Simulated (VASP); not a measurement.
# Pt (P6_3/mmc) in VASP: a series of runs

Runs on Pt. Level: r2SCAN. Tasks: single point.

Program: VASP 6.6.1. These are calculated values, not measurements. Logs are shortened: lines on timing, memory, paths and dates and some standing lists are left out, and cuts for length are marked.

### 1 The cell of the first run

It takes space group P6_3/mmc (No. 194, hexagonal). Conventional cell: a = 2.761 Å, b = 2.761 Å, c = 4.792 Å, α = 90.00°, β = 90.00°, γ = 120.00°. Within 3.6 Å of Pt (site symmetry -6m2) lie 12 Pt at 2.76 to 2.88 Å.

This isn't the form of Pt at room conditions, which is fcc.

### 2 Single point, r2SCAN

File POSCAR:

```
Pt
1.0
    2.7606660000      0.0000000000      0.0000000000
   -1.3803330000      2.3908070000      0.0000000000
    0.0000000000      0.0000000000      4.7921340000
Pt
2
Direct
    0.6666666667      0.3333333333      0.7500000000
    0.3333333333      0.6666666667      0.2500000000
```

File INCAR.step1:

```
PREC = Accurate ; ENCUT = 520
ISMEAR = -1 ; SIGMA = 0.1
LREAL = False ; LASPH = True
NELM = 80 ; NBANDS = 17
GGA = PE ; ALGO = Normal
EDIFF = 1E-4 ; LWAVE = True
LCHARG = False
```

File INCAR.step2:

```
PREC = Accurate ; ENCUT = 520
EDIFF = 1E-7 ; ISMEAR = -1
SIGMA = 0.1 ; LREAL = False
LASPH = True ; NELM = 80
ALGO = Normal ; ISIF = 2
LWAVE = False ; LCHARG = True
METAGGA = R2SCAN ; LMIXTAU = True
LELF = True ; LVHAR = True
NBANDS = 17 ; ISTART = 1
```

File KPOINTS:

```
Automatic mesh
0
Gamma
  12 12 6
```

Potentials or basis: VASP PAW PBE potentials, release 64 (Pt).

On the command line:

```console
cat potpaw_PBE.64/Pt/POTCAR > POTCAR
cp INCAR.step1 INCAR
mpirun -np 1 vasp_std > vasp.out
cp INCAR.step2 INCAR
mpirun -np 1 vasp_std > vasp.out
```

OUTCAR:

```text
PREC = Accurate
   ENCUT = 520
   EDIFF = 1E-7
   ISMEAR = -1
   LREAL = False
   LASPH = True
   NELM = 80
   ISIF = 2
   METAGGA = R2SCAN
   ISTART = 1

 ion  position               nearest neighbor table
   1  0.667  0.333  0.750-   2 2.88   2 2.88   2 2.88   2 2.88   2 2.88   2 2.88
   2  0.333  0.667  0.250-   1 2.88   1 2.88   1 2.88   1 2.88   1 2.88   1 2.88

  LATTYP: Found a hexagonal cell.
 ALAT       =     2.7606660000
 C/A-ratio  =     1.7358615638

  Lattice vectors:

 A1 = (   2.7606660000,   0.0000000000,   0.0000000000)
 A2 = (  -1.3803330000,   2.3908070000,   0.0000000000)
 A3 = (   0.0000000000,   0.0000000000,   4.7921340000)

Analysis of symmetry for initial positions (statically):
=====================================================================
 Subroutine PRICEL returns:
 Original cell was already a primitive cell.

 Routine SETGRP: Setting up the symmetry group for a
 hexagonal supercell.

 Subroutine GETGRP returns: Found 24 space group operations
 (whereof 12 operations were pure point group operations)
 out of a pool of 24 trial point group operations.

The static configuration has the point symmetry D_3d.
 The point group associated with its full space group is D_6h.

Analysis of symmetry for dynamics (positions and initial velocities):
=====================================================================
 Subroutine PRICEL returns:
 Original cell was already a primitive cell.

 Routine SETGRP: Setting up the symmetry group for a
 hexagonal supercell.

 Subroutine GETGRP returns: Found 24 space group operations
 (whereof 12 operations were pure point group operations)
 out of a pool of 24 trial point group operations.

The dynamic configuration has the point symmetry D_3d.
 The point group associated with its full space group is D_6h.

 Subroutine INISYM returns: Found 24 space group operations
 (whereof 12 operations are pure point group operations),
 and found     1 'primitive' translations

----------------------------------------------------------------------------------------

                                     Primitive cell

  volume of cell :      31.6291

  direct lattice vectors                    reciprocal lattice vectors
     2.760666000  0.000000000  0.000000000     0.362231433  0.209134405  0.000000000
    -1.380333000  2.390807000  0.000000000     0.000000000  0.418268810  0.000000000
     0.000000000  0.000000000  4.792134000     0.000000000  0.000000000  0.208675300

  length of vectors
     2.760666000  2.760666098  4.792134000     0.418268825  0.418268810  0.208675300

  position of ions in fractional coordinates (direct lattice)
     0.666666667  0.333333333  0.750000000
     0.333333333  0.666666667  0.250000000

  ion indices of the primitive-cell ions
   primitive index   ion index
                 1           1
                 2           2

----------------------------------------------------------------------------------------

 KPOINTS: Automatic mesh

Automatic generation of k-mesh.
 Grid dimensions read from file:
 generate k-points for:   12   12    6

 Generating k-lattice:

  Cartesian coordinates                     Fractional coordinates (reciprocal lattice)
     0.030185953  0.017427867  0.000000000     0.083333333  0.000000000  0.000000000
     0.000000000  0.034855734  0.000000000     0.000000000  0.083333333  0.000000000
     0.000000000  0.000000000  0.034779217     0.000000000  0.000000000  0.166666667

  Length of vectors
     0.034855735  0.034855734  0.034779217

  Shift w.r.t. Gamma in fractional coordinates (k-lattice)
     0.000000000  0.000000000  0.000000000

 Subroutine IBZKPT returns following result:
 ===========================================

 Found     76 irreducible k-points:

 Following reciprocal coordinates:
            Coordinates               Weight
  0.000000  0.000000  0.000000      1.000000
  0.083333  0.000000  0.000000      6.000000
  0.166667  0.000000  0.000000      6.000000
  0.250000  0.000000  0.000000      6.000000
  0.333333  0.000000  0.000000      6.000000
  0.416667 -0.000000  0.000000      6.000000
[... 16 lines left out ...]
  0.250000  0.000000  0.166667     12.000000
  0.333333  0.000000  0.166667     12.000000
 [... further k-points ...]
   k-points           NKPTS =     76   k-points in BZ     NKDIM =     76   number of bands    NBANDS=     17
   number of dos      NEDOS =    301   number of ions     NIONS =      2
   total plane-waves  NPLWV =  20736
   dimension x,y,z NGX =    24 NGY =   24 NGZ =   36
   dimension x,y,z NGXF=    48 NGYF=   48 NGZF=   72
   ions per type =               2
   NGX,Y,Z   is equivalent  to a cutoff of  14.45, 14.45, 12.49 a.u.
   NGXF,Y,Z  is equivalent  to a cutoff of  28.91, 28.91, 24.98 a.u.
 SYSTEM =  unknown system
   PREC   = accura    normal or accurate (medium, high low for compatibility)
   ISTART =      1    job   : 0-new  1-cont  2-samecut
   ICHARG =      0    charge: 1-file 2-atom 10-const
[... 95 lines left out ...]
     17      28.9135      0.00000

 k-point     4 :       0.2500    0.0000    0.0000
  band No.  band energies     occupation
      1       2.2035      2.00000
      2       4.0984      2.00000
      3       5.6766      2.00000
      4       5.8969      2.00000
      5       6.1648      2.00000
      6       7.3954      2.00000
[... 9 lines left out ...]
     16      27.2010      0.00000
     17      29.3856      0.00000

 k-point     5 :       0.3333    0.0000    0.0000
  band No.  band energies     occupation
      1       3.1036      2.00000
      2       3.9256      2.00000
      3       4.9031      2.00000
      4       6.1730      2.00000
      5       6.7289      2.00000
      6       6.9876      2.00000
[... 9 lines left out ...]
     16      25.8194      0.00000
     17      26.1901      0.00000

 k-point     6 :       0.4167   -0.0000    0.0000
  band No.  band energies     occupation
      1       3.4679      2.00000
      2       3.6665      2.00000
      3       4.4289      2.00000
      4       6.7099      2.00000
      5       6.7346      2.00000
      6       6.9227      2.00000
[... 9 lines left out ...]
     16      23.3648      0.00000
     17      24.7210      0.00000

 k-point     7 :       0.5000    0.0000    0.0000
  band No.  band energies     occupation
      1       3.5005      2.00000
      2       3.5860      2.00000
      3       4.2692      2.00000
      4       6.6120      2.00000
      5       6.8516      2.00000
      6       7.1112      2.00000
[... 9 lines left out ...]
     16      22.7966      0.00000
     17      24.2137      0.00000

 k-point     8 :       0.0833    0.0833    0.0000
  band No.  band energies     occupation
      1       0.9379      2.00000
      2       3.5093      2.00000
      3       5.8401      2.00000
      4       6.6045      2.00000
      5       6.7100      2.00000
      6       7.0924      2.00000
[... 9 lines left out ...]
     16      27.8563      0.00000
     17      30.0229      0.00000
[... 203 lines left out ...]
      1       4.5760      2.00000
      2       5.2500      2.00000
      3       5.2500      2.00000
      4       5.7614      2.00000
      5       6.3240      2.00000
      6       6.3240      2.00000
[... 9 lines left out ...]
     16      22.7134      0.00000
     17      23.3967      0.00000

 k-point    20 :       0.0000    0.0000    0.1667
  band No.  band energies     occupation
      1       0.4170      2.00000
      2       2.7999      2.00000
      3       5.9996      2.00000
      4       6.5435      2.00000
      5       6.5435      2.00000
      6       6.8796      2.00000
[... 9 lines left out ...]
     16      27.8549      0.00000
     17      31.4228      0.00000

 k-point    21 :       0.0833    0.0000    0.1667
  band No.  band energies     occupation
      1       0.6758      2.00000
      2       3.0468      2.00000
      3       6.0031      2.00000
      4       6.4641      2.00000
      5       6.7006      2.00000
      6       6.7328      2.00000
[... 9 lines left out ...]
     16      28.1575      0.00000
     17      30.1230      0.00000

 k-point    22 :       0.1667    0.0000    0.1667
  band No.  band energies     occupation
      1       1.3980      2.00000
      2       3.6751      2.00000
      3       5.8591      2.00000
      4       6.1584      2.00000
      5       6.3870      2.00000
      6       7.0518      2.00000
[... 9 lines left out ...]
     16      28.5179      0.00000
     17      29.1197      0.00000

 k-point    23 :       0.2500    0.0000    0.1667
  band No.  band energies     occupation
      1       2.3734      2.00000
      2       4.1399      2.00000
      3       5.4730      2.00000
      4       5.9484      2.00000
      5       6.0414      2.00000
      6       7.1941      2.00000
[... 9 lines left out ...]
     16      27.1654      0.00000
     17      28.2841      0.00000

 k-point    24 :       0.3333    0.0000    0.1667
  band No.  band energies     occupation
      1       3.1271      2.00000
      2       3.9719      2.00000
      3       4.9776      2.00000
      4       5.6947      2.00000
      5       6.7756      2.00000
      6       7.2593      2.00000
[... 9 lines left out ...]
     16      25.2958      0.00000
     17      26.7599      0.00000

 [... further k-points ...]
[... 5 lines left out ...]
  --------------------------------------------------------------------------------------
  -------------------------------------------------------------------------------------
  Total       -1.1186550     -1.1186551     -1.0578443     -0.0000000      0.0000000      0.0000000
  in kB      -56.6655884    -56.6655937    -53.5852145     -0.0000000      0.0000000      0.0000000
  external PRESSURE =     -55.6387989 kB  Pullay stress =       0.0000000 kB

 VOLUME and BASIS-vectors are now :
 -----------------------------------------------------------------------------
  energy-cutoff  :      520.00
  volume of cell :       31.63
      direct lattice vectors                 reciprocal lattice vectors
     2.760666000  0.000000000  0.000000000     0.362231433  0.209134405  0.000000000
    -1.380333000  2.390807000  0.000000000     0.000000000  0.418268810  0.000000000
     0.000000000  0.000000000  4.792134000     0.000000000  0.000000000  0.208675300

 POSITION                                       TOTAL-FORCE (eV/Angst)
 -----------------------------------------------------------------------------------
      1.38033      0.79694      3.59410         0.000000      0.000000      0.000000
     -0.00000      1.59387      1.19803         0.000000     -0.000000      0.000000
 -----------------------------------------------------------------------------------
    total drift:                               -0.000000      0.000000     -0.000000

  FREE ENERGIE OF THE ION-ELECTRON SYSTEM (eV)
  ---------------------------------------------------
  free  energy   TOTEN  =      -102.9192042703 eV

  energy  without entropy=     -102.8060009427  energy(sigma->0) =     -102.86260261
```

It took 2.3 min on 1 thread of Intel Xeon 8259CL, shared host; peak memory 0.18 GiB.

What came out:

* Free energy: -102.9192 eV
* Pressure: -5.6 GPa
* Band gap on the k mesh: zero (bands 10 and 11 overlap by 1.38 eV)

Stress tensor (GPa, compression positive):
```
-5.67  0.00  0.00
 0.00 -5.67  0.00
 0.00  0.00 -5.36
```

Caveat: the cell stands under tension; the PAW data sets were made with another functional, which shifts forces and pressure a little; spin-orbit coupling is left out, which moves the levels of the heavy elements.

### 3 Single point, r2SCAN

This run uses another cell than the first one, of 16.24 Å³/atom.

File POSCAR:

```
Pt
1.0
    2.7849903018      0.0000000000      0.0000000000
   -1.3924951509      2.4118724643      0.0000000000
    0.0000000000      0.0000000000      4.8343576206
Pt
2
Direct
    0.6666666667      0.3333333333      0.7500000000
    0.3333333333      0.6666666667      0.2500000000
```

File INCAR.step1:

```
ALGO     = Normal         # electronic algorithm
EDIFF    = 1E-4           # SCF threshold, eV
ENCUT    = 520            # plane-wave cutoff, eV
GGA      = PE             # functional
ISMEAR   = -1             # smearing method
LASPH    = T              # aspherical terms in the spheres
LCHARG   = F              # write CHGCAR
LREAL    = F              # projectors in reciprocal space
LWAVE    = T              # write WAVECAR
NBANDS   = 17             # bands
NELM     = 60             # most SCF steps
PREC     = Accurate       # precision mode
SIGMA    = 0.1            # smearing width, eV
```

File INCAR.step2:

```
ALGO     = Normal         # electronic algorithm
EDIFF    = 1E-6           # SCF threshold, eV
ENCUT    = 520            # plane-wave cutoff, eV
ISIF     = 2              # what is computed and relaxed
ISMEAR   = -1             # smearing method
ISTART   = 1            
LASPH    = T              # aspherical terms in the spheres
LCHARG   = T              # write CHGCAR
LELF     = T              # ELF
LMIXTAU  = T            
LREAL    = F              # projectors in reciprocal space
LVHAR    = T            
LWAVE    = F              # write WAVECAR
METAGGA  = R2SCAN         # meta-GGA
NBANDS   = 17             # bands
NELM     = 60             # most SCF steps
PREC     = Accurate       # precision mode
SIGMA    = 0.1            # smearing width, eV
```

File KPOINTS:

```
k-points
0
Gamma
  12 12 6
```

Potentials or basis: VASP PAW PBE potentials, release 64 (Pt).

On the command line:

```console
cat potpaw_PBE.64/Pt/POTCAR > POTCAR
cp INCAR.step1 INCAR
mpirun -np 1 vasp_std > vasp.out
cp INCAR.step2 INCAR
mpirun -np 1 vasp_std > vasp.out
```

Wall time 2.1 min (1 thread of Intel Xeon 8259CL, shared host); peak memory 0.18 GiB.

The run converged. Its results:

```
Free energy            : -102.8747 eV
Pressure               : -11.3 GPa
Band gap on the k mesh : zero (bands 10 and 11 overlap by 1.32 eV)
```

Stress tensor (GPa, compression positive):
```
-11.68   0.00   0.00
  0.00 -11.68   0.00
  0.00   0.00 -10.57
```

Levels at points of the mesh, in eV from the Fermi level:
| k point | band 8 | band 9 | band 10 | band 11 | band 12 | band 13 |
| --- | --- | --- | --- | --- | --- | --- |
| (0.00, 0.00, 0.00) | -1.83 | -1.83 | -0.40 | -0.27 | -0.27 | 4.75 |
| (0.50, 0.00, 0.00) | -0.06 | 0.29 | 0.49 | 2.39 | 3.87 | 7.54 |
| (0.00, 0.00, 0.50) | -3.37 | -0.83 | -0.83 | -0.83 | -0.83 | 12.35 |
| (0.50, 0.00, 0.50) | -0.76 | 0.40 | 0.40 | 1.88 | 1.88 | 6.61 |

Caveat: the cell stands under tension; the PAW data sets were made with another functional, which shifts forces and pressure a little; spin-orbit coupling is left out, which moves the levels of the heavy elements.

### 4 Single point, r2SCAN

This run uses another cell than the first one, of 16.66 Å³/atom.

File POSCAR:

```
Pt
1.0
    2.8088969673      0.0000000000      0.0000000000
   -1.4044484836      2.4325762449      0.0000000000
    0.0000000000      0.0000000000      4.8758562823
Pt
2
Direct
    0.6666666667      0.3333333333      0.7500000000
    0.3333333333      0.6666666667      0.2500000000
```

File INCAR.step1:

```
  ALGO = Normal
  EDIFF = 1E-4
  ENCUT = 520
  GGA = PE
  ISMEAR = -1
  LASPH = T
  LCHARG = F
  LREAL = F
  LWAVE = T
  NBANDS = 17
  NELM = 100
  PREC = Accurate
  SIGMA = 0.1
```

File INCAR.step2:

```
  ALGO = Normal
  EDIFF = 1E-6
  ENCUT = 520
  ISIF = 2
  ISMEAR = -1
  ISTART = 1
  LASPH = T
  LCHARG = T
  LELF = T
  LMIXTAU = T
  LREAL = F
  LVHAR = T
  LWAVE = F
  METAGGA = R2SCAN
  NBANDS = 17
  NELM = 100
  PREC = Accurate
  SIGMA = 0.1
```

KPOINTS is that of step 3.

On the command line:

```console
cat potpaw_PBE.64/Pt/POTCAR > POTCAR
cp INCAR.step1 INCAR
mpirun -np 1 vasp_std > vasp.out
cp INCAR.step2 INCAR
mpirun -np 1 vasp_std > vasp.out
```

Run time: 3 min. Hardware: 1 thread of Intel Xeon 8259CL, shared host; peak memory 0.19 GiB.

The run converged. Its results:

```
Free energy            : -102.8026 eV
Pressure               : -16.1 GPa
Band gap on the k mesh : zero (bands 10 and 11 overlap by 1.26 eV)
```

Stress tensor (GPa, compression positive):
```
-16.68   0.00   0.00
  0.00 -16.68   0.00
  0.00   0.00 -14.89
```

Levels at points of the mesh, in eV from the Fermi level:
| k point | band 6 | band 7 | band 8 | band 9 | band 10 | band 11 | band 12 | band 13 | band 14 | band 15 |
| --- | --- | --- | --- | --- | --- | --- | --- | --- | --- | --- |
| (0.00, 0.00, 0.00) | -2.90 | -2.90 | -1.75 | -1.75 | -0.28 | -0.26 | -0.26 | 4.58 | 16.15 | 16.55 |
| (0.50, 0.00, 0.00) | -2.74 | -2.31 | -0.07 | 0.27 | 0.46 | 2.34 | 3.78 | 7.41 | 9.04 | 9.54 |
| (0.00, 0.00, 0.50) | -3.24 | -3.24 | -3.24 | -0.80 | -0.80 | -0.80 | -0.80 | 12.16 | 12.16 | 16.45 |
| (0.50, 0.00, 0.50) | -1.74 | -0.71 | -0.71 | 0.38 | 0.38 | 1.90 | 1.90 | 6.42 | 6.42 | 14.67 |

Caveat: the cell stands under tension; the PAW data sets were made with another functional, which shifts forces and pressure a little; spin-orbit coupling is left out, which moves the levels of the heavy elements.

### 5 Single point, r2SCAN

This run uses another cell than the first one, of 17.08 Å³/atom.

File POSCAR:

```
Pt
1.0
    2.8324034741      0.0000000000      0.0000000000
   -1.4162017370      2.4529334779      0.0000000000
    0.0000000000      0.0000000000      4.9166603240
Pt
2
Direct
    0.6666666667      0.3333333333      0.7500000000
    0.3333333333      0.6666666667      0.2500000000
```

File INCAR.step1:

```
SYSTEM = Pt
PREC = Accurate
ENCUT = 520
ISMEAR = -1
SIGMA = 0.1
LREAL = .FALSE.
LASPH = .TRUE.
NELM = 100
NBANDS = 17
GGA = PE
ALGO = Normal
EDIFF = 1E-4
LWAVE = .TRUE.
LCHARG = .FALSE.
```

File INCAR.step2:

```
SYSTEM = Pt
PREC = Accurate
ENCUT = 520
EDIFF = 1E-6
ISMEAR = -1
SIGMA = 0.1
LREAL = .FALSE.
LASPH = .TRUE.
NELM = 100
ALGO = Normal
ISIF = 2
LWAVE = .FALSE.
LCHARG = .FALSE.
METAGGA = R2SCAN
LMIXTAU = .TRUE.
NBANDS = 17
ISTART = 1
```

File KPOINTS:

```
regular mesh
0
G
  12 12 6
  0 0 0
```

On the command line:

```console
cat potpaw_PBE.64/Pt/POTCAR > POTCAR
cp INCAR.step1 INCAR
mpirun -np 1 vasp_std > vasp.out
cp INCAR.step2 INCAR
mpirun -np 1 vasp_std > vasp.out
```

It took 3.3 min on 1 thread of Intel Xeon 8259CL, shared host; peak memory 0.19 GiB.

Results (log left out):

| Property | Result |
| --- | --- |
| Free energy | -102.7075 eV |
| Pressure | -20.0 GPa |
| Band gap on the k mesh | zero (bands 10 and 11 overlap by 1.21 eV) |

Stress tensor (GPa, compression positive):
```
-20.83   0.00   0.00
  0.00 -20.83   0.00
  0.00   0.00 -18.45
```

Levels at points of the mesh, in eV from the Fermi level:
| k point | band 8 | band 9 | band 10 | band 11 | band 12 | band 13 |
| --- | --- | --- | --- | --- | --- | --- |
| (0.00, 0.00, 0.00) | -1.68 | -1.68 | -0.25 | -0.25 | -0.16 | 4.42 |
| (0.50, 0.00, 0.00) | -0.07 | 0.26 | 0.43 | 2.30 | 3.69 | 7.29 |
| (0.00, 0.00, 0.50) | -3.11 | -0.78 | -0.78 | -0.78 | -0.78 | 11.97 |
| (0.50, 0.00, 0.50) | -0.66 | 0.36 | 0.36 | 1.92 | 1.92 | 6.23 |

Caveat: the cell stands under tension; the PAW data sets were made with another functional, which shifts forces and pressure a little; spin-orbit coupling is left out, which moves the levels of the heavy elements.

### 6 The runs side by side

| cell | gap on the mesh (eV) | pressure (GPa) |
| --- | --- | --- |
| a = 2.761, b = 2.761, c = 4.792 Å, angles 90.0, 90.0, 120.0°, 2 atoms | none | -5.6 |
| a = 2.785, b = 2.785, c = 4.834 Å, angles 90.0, 90.0, 120.0°, 2 atoms | none | -11.3 |
| a = 2.809, b = 2.809, c = 4.876 Å, angles 90.0, 90.0, 120.0°, 2 atoms | none | -16.1 |
| a = 2.832, b = 2.832, c = 4.917 Å, angles 90.0, 90.0, 120.0°, 2 atoms | none | -20.0 |

Alike in all rows: task single point; level r2SCAN; potentials or basis VASP PAW PBE potentials, release 64 (Pt); no spin polarisation; k mesh 12 × 12 × 6; cutoff (eV) 520; smearing fermi-dirac 0.1 eV.

Caveats: the cell stands under tension; the PAW data sets were made with another functional, which shifts forces and pressure a little; spin-orbit coupling is left out, which moves the levels of the heavy elements.

Total energies depend on the potentials used, so only differences within one code and one set of settings carry meaning.
